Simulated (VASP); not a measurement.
# Ta (Fm-3m) in VASP: notebook

The runs below take Ta through single point, relaxation of cell and atoms, with LDA.

Everything below comes from runs of VASP 6.6.1. Logs are shortened: lines on timing, memory, paths and dates and some standing lists are left out, and cuts for length are marked.

**1. The cell of the first run**

It takes space group Fm-3m (No. 225, cubic). The conventional cell has a = 4.124 Å, b = 4.124 Å, c = 4.124 Å, α = 90.00°, β = 90.00°, γ = 90.00°. Ta (site symmetry m-3m) has 12 Ta at 2.92 Å within 3.8 Å.

This isn't the form of Ta at room conditions, which is bcc.

**2. Single point, LDA**

Contents of INCAR:

```
SYSTEM = Ta
PREC     = Accurate       ! precision mode
ENCUT    = 500            ! plane-wave cutoff, eV
EDIFF    = 1E-6           ! SCF threshold, eV
ISMEAR   = -1             ! smearing method
SIGMA    = 0.05           ! smearing width, eV
LREAL    = .False.        ! projectors in reciprocal space
LASPH    = .True.         ! aspherical terms in the spheres
NELM     = 120            ! most SCF steps
ALGO     = Normal         ! electronic algorithm
ISIF     = 2              ! what is computed and relaxed
LWAVE    = .False.        ! write WAVECAR
LCHARG   = .False.        ! write CHGCAR
NBANDS   = 12             ! bands
GGA_COMPAT= .False.
```

Contents of KPOINTS:

```
Automatic mesh
0
Gamma
  7 7 7
  0 0 0
```

Contents of POSCAR:

```
Ta
1.0
    0.0000000000      2.0618354311      2.0618354311
    2.0618354311      0.0000000000      2.0618354311
    2.0618354311      2.0618354311      0.0000000000
Ta
1
Direct
    0.0000000000      0.0000000000      0.0000000000
```

Potentials or basis: VASP PAW LDA potentials, release 64 (Ta_pv).

Launch:

```
> cat potpaw_LDA.64/Ta_pv/POTCAR > POTCAR
> mpirun -np 1 vasp_std > vasp.out
```

OUTCAR:

```text
SYSTEM = Ta
   PREC = Accurate
   ENCUT = 500
   EDIFF = 1E-6
   ISMEAR = -1
   LREAL = .False.
   LASPH = .True.
   NELM = 120
   ISIF = 2

 ion  position               nearest neighbor table
   1  0.000  0.000  0.000-

  LATTYP: Found a face centered cubic cell.
 ALAT       =     4.1236708622

  Lattice vectors:

 A1 = (   0.0000000000,   2.0618354311,   2.0618354311)
 A2 = (   2.0618354311,   0.0000000000,   2.0618354311)
 A3 = (   2.0618354311,   2.0618354311,   0.0000000000)

Analysis of symmetry for initial positions (statically):
=====================================================================
 Subroutine PRICEL returns:
 Original cell was already a primitive cell.

 Routine SETGRP: Setting up the symmetry group for a
 face centered cubic supercell.

 Subroutine GETGRP returns: Found 48 space group operations
 (whereof 48 operations were pure point group operations)
 out of a pool of 48 trial point group operations.

The static configuration has the point symmetry O_h .

Analysis of symmetry for dynamics (positions and initial velocities):
=====================================================================
 Subroutine PRICEL returns:
 Original cell was already a primitive cell.

 Routine SETGRP: Setting up the symmetry group for a
 face centered cubic supercell.

 Subroutine GETGRP returns: Found 48 space group operations
 (whereof 48 operations were pure point group operations)
 out of a pool of 48 trial point group operations.

The dynamic configuration has the point symmetry O_h .

 Subroutine INISYM returns: Found 48 space group operations
 (whereof 48 operations are pure point group operations),
 and found     1 'primitive' translations

----------------------------------------------------------------------------------------

                                     Primitive cell

  volume of cell :      17.5304

  direct lattice vectors                    reciprocal lattice vectors
     0.000000000  2.061835431  2.061835431    -0.242502380  0.242502380  0.242502380
     2.061835431  0.000000000  2.061835431     0.242502380 -0.242502380  0.242502380
     2.061835431  2.061835431  0.000000000     0.242502380  0.242502380 -0.242502380

  length of vectors
     2.915875630  2.915875630  2.915875630     0.420026444  0.420026444  0.420026444

  position of ions in fractional coordinates (direct lattice)
     0.000000000  0.000000000  0.000000000

  ion indices of the primitive-cell ions
   primitive index   ion index
                 1           1

----------------------------------------------------------------------------------------

 KPOINTS: Automatic mesh

Automatic generation of k-mesh.
 Grid dimensions read from file:
 generate k-points for:    7    7    7

 Generating k-lattice:

  Cartesian coordinates                     Fractional coordinates (reciprocal lattice)
    -0.034643197  0.034643197  0.034643197     0.142857143  0.000000000  0.000000000
     0.034643197 -0.034643197  0.034643197     0.000000000  0.142857143  0.000000000
     0.034643197  0.034643197 -0.034643197     0.000000000  0.000000000  0.142857143

  Length of vectors
     0.060003778  0.060003778  0.060003778

  Shift w.r.t. Gamma in fractional coordinates (k-lattice)
     0.000000000  0.000000000  0.000000000

 Subroutine IBZKPT returns following result:
 ===========================================

 Found     20 irreducible k-points:

 Following reciprocal coordinates:
            Coordinates               Weight
  0.000000  0.000000  0.000000      1.000000
  0.142857  0.000000  0.000000      8.000000
  0.285714  0.000000  0.000000      8.000000
  0.428571  0.000000  0.000000      8.000000
  0.142857  0.142857  0.000000      6.000000
  0.285714  0.142857  0.000000     24.000000
[... 12 lines left out ...]
 -0.428571  0.428571  0.142857     24.000000
 -0.285714  0.428571  0.142857     24.000000
   k-points           NKPTS =     20   k-points in BZ     NKDIM =     20   number of bands    NBANDS=     12
   number of dos      NEDOS =    301   number of ions     NIONS =      1
   total plane-waves  NPLWV =  13824
   dimension x,y,z NGX =    24 NGY =   24 NGZ =   24
   dimension x,y,z NGXF=    48 NGYF=   48 NGZF=   48
   ions per type =               1
   NGX,Y,Z   is equivalent  to a cutoff of  13.68, 13.68, 13.68 a.u.
   NGXF,Y,Z  is equivalent  to a cutoff of  27.37, 27.37, 27.37 a.u.
 SYSTEM =  Ta
   PREC   = accura    normal or accurate (medium, high low for compatibility)
   ISTART =      0    job   : 0-new  1-cont  2-samecut
   ICHARG =      2    charge: 1-file 2-atom 10-const
   ISPIN  =      1    spin polarized calculation?
   LNONCOLLINEAR =      F non collinear calculations
   LSORBIT =      F    spin-orbit coupling
   LASPH  =      T    aspherical Exc in radial PAW
   ENCUT  =  500.0 eV  36.75 Ry    6.06 a.u.   5.32  5.32  5.32*2*pi/ulx,y,z
   NELM   =    120;   NELMIN=  2; NELMDL= -5     # of ELM steps
   EDIFF  = 0.1E-05   stopping-criterion for ELM
   LREAL  =      F    real-space projection
   EDIFFG = 0.1E-04   stopping-criterion for IOM
   NSW    =      0    number of steps for IOM
   IBRION =     -1    ionic relax: 0-MD 1-quasi-New 2-CG
   NFREE  =      0    steps in history (QN), initial steepest desc. (CG)
   ISIF   =      2    stress and relaxation
   ISYM   =      2    0-nonsym 1-usesym 2-fastsym
   POTIM  = 0.5000    time-step for ionic-motion
   TEBEG  =    0.0;   TEEND  =   0.0 temperature during run
   PSTRESS=    0.0 pullay stress
   NELECT =      11.0000    total number of electrons
   NUPDOWN=      -1.0000    fix difference up-down
   EMIN   =  10.00;   EMAX   =-10.00  energy-range for DOS
   EFERMI =   0.00;   METHOD = LEGACY
   ISMEAR =    -1;   SIGMA  =   0.05  broadening in eV -4-tet -1-fermi 0-gaus
   EFERMI_NEDOS =   21; number of points for ismear=-14 and -15
   IALGO  =     38    algorithm
   IMIX   =      4    mixing-type and parameters
     AMIX     =   0.40;   BMIX     =  1.00
     AMIX_MAG =   1.60;   BMIX_MAG =  1.00
  volume/ion in A,a.u.               =      17.53       118.30
  Fermi-wavevector in a.u.,A,eV,Ry     =   1.401549  2.648544 26.726476  1.964341
  Thomas-Fermi vector in A             =   2.524400
   LORBIT       =      0    0 simple, 1 ext, 2 COOP (PROOUT), +10 PAW based schemes
   GGA     = CA    functional components
   LHFCALC =     F    Hartree Fock is set to
   AEXX    =    0.0000 exact exchange contribution
   IVDW    =     0    specifies the selected vdW correction
   LEPSILON=     F    determine dielectric tensor
   LRPA    =     F    only Hartree local field effects (RPA)
 non-spin polarized calculation
  energy-cutoff  :      500.00
  volume of cell :       17.53
 maximum number of plane-waves:       459
 NGX is ok and might be reduce to    24
   NGX = 11   NGY = 11   NGZ = 11

 number of electron      10.9999999 magnetization

 Free energy of the ion-electron system (eV)
  ---------------------------------------------------
  ext. energy  EPLUGINS =         0.00000000
  ---------------------------------------------------
  free energy    TOTEN  =       -12.54380896 eV

  energy without entropy =      -12.53697622  energy(sigma->0) =      -12.54039259

 E-fermi :   6.1336     XC(G=0): -12.9330

 val. band max:        6.0472666832   @ k =  -0.4286   0.2857   0.0000
 cond. band min:       6.2032661253   @ k =   0.4286   0.0000   0.0000
 fundamental gap:      0.1559994421
 Fermi energy:         6.1336485341

 k-point     1 :       0.0000    0.0000    0.0000
  band No.  band energies     occupation
      1     -27.1572      2.00000
      2     -27.1572      2.00000
      3     -27.1572      2.00000
      4      -2.3202      2.00000
      5       6.3917      0.01140
      6       6.3917      0.01140
      7       6.3917      0.01140
      8       9.6430      0.00000
      9       9.6430      0.00000
     10      18.7741      0.00000
     11      19.4057      0.00000
     12      23.8954      0.00000

 k-point     2 :       0.1429    0.0000    0.0000
  band No.  band energies     occupation
      1     -27.4210      2.00000
      2     -27.1901      2.00000
      3     -27.1901      2.00000
      4      -1.4670      2.00000
      5       5.7651      1.99874
      6       6.7392      0.00001
      7       6.7392      0.00001
      8       9.3507      0.00000
      9       9.3507      0.00000
     10      19.4044      0.00000
     11      20.2387      0.00000
     12      21.5768      0.00000

 k-point     3 :       0.2857    0.0000    0.0000
  band No.  band energies     occupation
      1     -27.9804      2.00000
      2     -27.2630      2.00000
      3     -27.2630      2.00000
      4       0.3192      2.00000
      5       5.2953      2.00000
      6       6.7093      0.00002
      7       6.7093      0.00002
      8      10.0691      0.00000
      9      10.0691      0.00000
     10      18.3982      0.00000
     11      19.4083      0.00000
     12      23.0507      0.00000
[... 226 lines left out ...]
 k-point    19 :      -0.4286    0.4286    0.1429
  band No.  band energies     occupation
      1     -28.2229      2.00000
      2     -27.7476      2.00000
      3     -27.5986      2.00000
      4       2.2716      2.00000
      5       3.2754      2.00000
      6       6.4157      0.00707
      7       9.8622      0.00000
      8      12.2045      0.00000
      9      14.6181      0.00000
     10      17.4054      0.00000
     11      18.8657      0.00000
     12      19.4138      0.00000

 k-point    20 :      -0.2857    0.4286    0.1429
  band No.  band energies     occupation
      1     -28.0628      2.00000
      2     -27.9859      2.00000
      3     -27.5776      2.00000
      4       3.0233      2.00000
      5       4.0675      2.00000
      6       5.4792      2.00000
      7       8.4722      0.00000
      8      12.2642      0.00000
      9      14.9055      0.00000
     10      17.6850      0.00000
     11      19.0187      0.00000
     12      19.4361      0.00000

------------------------ aborting loop because EDIFF is reached ----------------------------------------

  FORCE on cell =-STRESS in cart. coord.  units (eV):
  Direction    XX          YY          ZZ          XY          YZ          ZX
  --------------------------------------------------------------------------------------
  -------------------------------------------------------------------------------------
  Total        0.2470974      0.2470974      0.2470974      0.0000000     -0.0000000      0.0000000
  in kB       22.5832695     22.5832695     22.5832695      0.0000000     -0.0000000      0.0000000
  external PRESSURE =      22.5832695 kB  Pullay stress =       0.0000000 kB

 VOLUME and BASIS-vectors are now :
 -----------------------------------------------------------------------------
  energy-cutoff  :      500.00
  volume of cell :       17.53
      direct lattice vectors                 reciprocal lattice vectors
     0.000000000  2.061835431  2.061835431    -0.242502380  0.242502380  0.242502380
     2.061835431  0.000000000  2.061835431     0.242502380 -0.242502380  0.242502380
     2.061835431  2.061835431  0.000000000     0.242502380  0.242502380 -0.242502380

 POSITION                                       TOTAL-FORCE (eV/Angst)
 -----------------------------------------------------------------------------------
      0.00000      0.00000      0.00000         0.000000      0.000000      0.000000
 -----------------------------------------------------------------------------------
    total drift:                               -0.000000      0.000000      0.000000

  FREE ENERGIE OF THE ION-ELECTRON SYSTEM (eV)
  ---------------------------------------------------
  free  energy   TOTEN  =       -12.5438089643 eV

  energy  without entropy=      -12.5369762187  energy(sigma->0) =      -12.54039259
```

Run time: 4.3 s. Hardware: 1 thread of Intel Xeon Platinum 8375C at 2.90GHz (Ice Lake), shared host; peak memory 0.13 GiB.

What came out:

```yaml
Free_energy: -12.5438 eV
Pressure: 2.3 GPa
Band_gap_on_the_k_mesh: zero (an odd number of electrons rules out a gap without spin polarisation)
```

Caveat: the k points lie up to 0.38 Å⁻¹ apart, too coarse for converged energies and pressures of a metal; spin-orbit coupling is left out, which moves the levels of the heavy elements.

**3. Relaxation of cell and atoms, LDA**

This run uses another cell than the first one, of 18.00 Å³/atom.

Contents of INCAR:

```
SYSTEM = Ta
  ALGO = Normal
  EDIFF = 1E-7
  EDIFFG = -0.03
  ENCUT = 500
  GGA_COMPAT = .FALSE.
  IBRION = 2
  ISIF = 3
  ISMEAR = -1
  LASPH = .TRUE.
  LCHARG = .FALSE.
  LREAL = .FALSE.
  LWAVE = .FALSE.
  NELM = 120
  NELMIN = 4
  NSW = 80
  PREC = Accurate
  SIGMA = 0.05
```

Contents of KPOINTS:

```
k-points
0
G
  7 7 7
  0 0 0
```

Contents of POSCAR:

```
Ta
1.0
    0.0000000000      2.0800000000      2.0800000000
    2.0800000000      0.0000000000      2.0800000000
    2.0800000000      2.0800000000      0.0000000000
Ta
1
Direct
    0.0000000000      0.0000000000      0.0000000000
```

Potentials or basis: VASP PAW LDA potentials, release 64 (Ta_pv).

Launch:

```
> cat potpaw_LDA.64/Ta_pv/POTCAR > POTCAR
> mpirun -np 1 vasp_std > vasp.out
```

Wall time 10 s (1 thread of Intel Xeon Platinum 8375C at 2.90GHz (Ice Lake), shared host); peak memory 0.13 GiB.

It converged, with:

```yaml
Free_energy: -12.5452 eV
Relaxed_volume: 17.71 Å³/atom
Relaxed_cell: a = 2.926 Å, b = 2.926 Å, c = 2.926 Å, α = 60.00°, β = 60.00°, γ = 60.00°
Space_group_after_relaxing_to_0.1_Å: Fm-3m (No. 225)
Energy_gained_by_relaxing: 3.1 meV/atom
Ionic_steps: 3
Pressure_after_relaxing: -0.1 GPa
Band_gap_on_the_k_mesh: zero (an odd number of electrons rules out a gap without spin polarisation)
```

The path:
```tsv
step	energy change (eV)	largest force (eV/Å)	pressure (GPa)	volume (Å³)
1	0.0000	0.0000	-3.41	18.00
2	0.0163	0.0000	9.28	17.02
3	-0.0031	0.0000	-0.06	17.71
```

Final structure:
```
CELL_PARAMETERS angstrom
0.00000 2.06901 2.06901
2.06901 0.00000 2.06901
2.06901 2.06901 0.00000
ATOMIC_POSITIONS crystal
Ta 0.00000 0.00000 0.00000
```

Levels at points of the mesh, in eV from the Fermi level:
```csv
k point,band 1,band 2,band 3,band 4,band 5,band 6,band 7,band 8,band 9
"(0.00, 0.00, 0.00)",-33.32,-33.32,-33.32,-8.41,0.27,0.27,0.27,3.47,3.47
```

Caveat: the k points lie up to 0.38 Å⁻¹ apart in the final cell, too coarse for converged energies and pressures of a metal; spin-orbit coupling is left out, which moves the levels of the heavy elements.
